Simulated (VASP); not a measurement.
Here is a VASP 6.6.1 calculation.

Contents of INCAR:

```
SYSTEM = Fe3Ge
ALGO = Fast
EDIFF = 1E-7
ENCUT = 520
GGA = PS
ISIF = 2
ISMEAR = -1
ISPIN = 2
LASPH = .TRUE.
LCHARG = .FALSE.
LMAXMIX = 4
LORBIT = 11
LREAL = .FALSE.
LWAVE = .FALSE.
MAGMOM = 0 3 3 3
NBANDS = 31
NELM = 150
PREC = Accurate
SIGMA = 0.05
```

KPOINTS

```
k-points
0
G
  8 8 8
  0 0 0
```

Contents of POSCAR:

```
Fe3Ge
1.0
    0.0000000000      2.8946295970      2.8946295970
    2.8946295970      0.0000000000      2.8946295970
    2.8946295970      2.8946295970      0.0000000000
Ge Fe
1 3
Direct
    0.0000000000      0.0000000000      0.0000000000
    0.7500000000      0.7500000000      0.7500000000
    0.2500000000      0.2500000000      0.2500000000
    0.5000000000      0.5000000000      0.5000000000
```

Potentials or basis: VASP PAW PBE potentials, release 64 (Ge_d, Fe).

Run with:

```bash
$ cat potpaw_PBE.64/Ge_d/POTCAR potpaw_PBE.64/Fe/POTCAR > POTCAR
$ mpirun -np 1 vasp_std > vasp.out
```

Task: Estimate the pressure.

Result: -13.1 GPa.

Task: Predict the net moment.

Result: 5.94 μB per cell.

Task: Predict the site moments.

Result: Ge -0.08; Fe +1.74, +2.54 (each value once) μB.

Caveat: the cell stands under tension; the PAW data sets were made with another functional, which shifts forces and pressure a little.
